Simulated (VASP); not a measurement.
Al, 1 atom in the cell. The structure is cubic, space group Im-3m (No. 229). Conventional cell: a = 3.094 Å, b = 3.094 Å, c = 3.094 Å, α = 90.00°, β = 90.00°, γ = 90.00°. Al (site symmetry m-3m) has 14 Al at 2.68 to 3.09 Å within 3.5 Å. 

```yaml
Program: VASP 6.6.1
Task: single point
Functional: r2SCAN
Potentials_or_basis: VASP PAW PBE potentials, release 64 (Al)
Cutoff: 520 eV
k_mesh: 10 × 10 × 10
Occupations: methfessel-paxton, width 0.1 eV
Spin: no spin polarisation
Dipole_correction: no
Further_INCAR_settings: ALGO = Normal; EDIFF = 1e-07; NBANDS = 8
```

Potentials or basis: VASP PAW PBE potentials, release 64 (Al).

Run with:

```console
$ cat potpaw_PBE.64/Al/POTCAR > POTCAR
$ cp INCAR.step1 INCAR
$ mpirun -np 1 vasp_std > vasp.out
$ cp INCAR.step2 INCAR
$ mpirun -np 1 vasp_std > vasp.out
```

Hardware: 1 thread of Intel(R) Xeon(R) 6975P-C (Granite Rapids) (shared host).

Q: Estimate the wall time of this run.

A: Run time: 11 s on 1 thread of Intel(R) Xeon(R) 6975P-C (Granite Rapids), on a shared host, peak memory 0.12 GiB. Counts: k points 47.
